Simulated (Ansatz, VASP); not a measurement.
# Two plane-wave programs on PbS

```xyz
4
Lattice="2.0375 -5.8690 0.0000 2.0375 5.8690 0.0000 0.0000 0.0000 4.1920" Properties=species:S:1:pos:R:3 pbc="T T T"
Pb    2.0375   -4.3364    3.1440
Pb    2.0375    4.3364    1.0480
S     2.0375   -1.7044    3.1440
S     2.0375    1.7044    1.0480
```

Alike in both runs: task single point; functional r2SCAN; k mesh 4 × 4 × 4; occupations fermi-dirac, width 0.02 eV; no spin polarisation.

|  | VASP | Ansatz |
| --- | --- | --- |
| version | VASP 6.6.1 | Ansatz 0.2.0 |
| potentials or method | VASP PAW PBE potentials, release 64 (Pb_d, S), cutoff 520 eV | plane waves, PAW |
| valence electrons in the cell | 40 | 40 |

```csv
,VASP,Ansatz,Ansatz less VASP
pressure (GPa),3.8,3.8,-0.01
"traceless stress, the component that is largest in VASP (GPa)",-0.27,-0.26,+0.015
```

VASP's potentials were made for PBE, not for r2SCAN.

Neither program's run includes spin-orbit coupling.
